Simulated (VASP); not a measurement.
Set up this calculation in VASP 6.6.1, as the native input.

```
Task                   : single point
Functional             : PBEsol
Potentials or basis    : VASP PAW PBE potentials, release 64 (Cu)
Cutoff                 : 520 eV
k mesh                 : 15 × 15 × 5
Occupations            : gaussian, width 0.1 eV
Spin                   : no spin polarisation
Dipole correction      : no
Further INCAR settings : ALGO = Fast; EDIFF = 1e-06; NBANDS = 30
```

The structure of Cu lies in POSCAR:

```
Cu
1.0
    2.5197984285      0.0000000000      0.0000000000
   -1.2598992142      2.1822094515      0.0000000000
    0.0000000000      0.0000000000      8.2352547795
Cu
4
Direct
    0.0000000000      0.0000000000      0.0000000000
    0.3333333333      0.6666666667      0.2500000000
    0.0000000000      0.0000000000      0.5000000000
    0.6666666667      0.3333333333      0.7500000000
```

These files were run (other wordings do the same):

INCAR

```
SYSTEM = Cu
ALGO = Fast
EDIFF = 1E-6
ENCUT = 520
GGA = PS
ISIF = 2
ISMEAR = 0
LASPH = .TRUE.
LCHARG = .FALSE.
LREAL = .FALSE.
LWAVE = .FALSE.
NBANDS = 30
NELM = 100
PREC = Accurate
SIGMA = 0.1
```

KPOINTS

```
k-points
0
G
  15 15 5
  0 0 0
```

Potentials or basis: VASP PAW PBE potentials, release 64 (Cu).

The run is started by

```bash
$ cat potpaw_PBE.64/Cu/POTCAR > POTCAR
$ mpirun -np 1 vasp_std > vasp.out
```

Results of the run:

| Quantity | Value |
| --- | --- |
| Pressure | 0.7 GPa |
| Band gap on the k mesh | zero (band 22 reaches 11.33 eV, above the bottom of band 23 at 6.14 eV) |

Caveat: the PAW data sets were made with another functional, which shifts forces and pressure a little.

Wall time 78 s on 1 thread of Intel(R) Xeon(R) 6975P-C (Granite Rapids), with other jobs on the host, peak memory 0.2 GiB.
